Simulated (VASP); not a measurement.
**Te: single point with LDA**

Crystal: Te.

```xyz
3
Lattice="4.4469 0.0000 0.0000 -2.2235 3.8512 0.0000 0.0000 0.0000 5.9149" Properties=species:S:1:pos:R:3 pbc="T T T"
Te    1.6254    2.8152    2.9575
Te   -0.5981    1.0360    4.9291
Te    1.1962    0.0000    0.9858
```

```yaml
Program: VASP 6.6.1
Task: single point
Functional: LDA
Potentials_or_basis: VASP PAW LDA potentials, release 64 (Te)
Cutoff: 520 eV
k_mesh: 7 × 7 × 5
Occupations: tetrahedron
Spin: non-collinear spin, zero start, spin-orbit coupling
Starting_moments: "[[0.0, 0.0, 0.0], [0.0, 0.0, 0.0], [0.0, 0.0, 0.0]] μB"
```

* Pressure: -1.3 GPa
* Largest force: 0.142 eV/Å
* Net moment: 0.00 μB per cell
* Valence electrons inside the program's atomic spheres: Te 3.31

Forces in eV/Å, atoms in the order of the input:
```
Te  -0.071 -0.123  0.000
Te  -0.071  0.123  0.000
Te   0.142  0.000  0.000
```

Stress tensor (GPa, compression positive):
```
-1.46  0.00  0.00
 0.00 -1.46  0.00
 0.00  0.00 -1.00
```

Moments on the atoms (μB; x, y, z):
```
Te  0.00 0.00 0.00
Te  0.00 0.00 0.00
Te  0.00 0.00 0.00
```

Run time: 3.2 min on 1 thread of Intel(R) Xeon(R) Platinum 8124M CPU @ 3.00GHz (Skylake/Cascade Lake), on a shared host, peak memory 0.47 GiB.
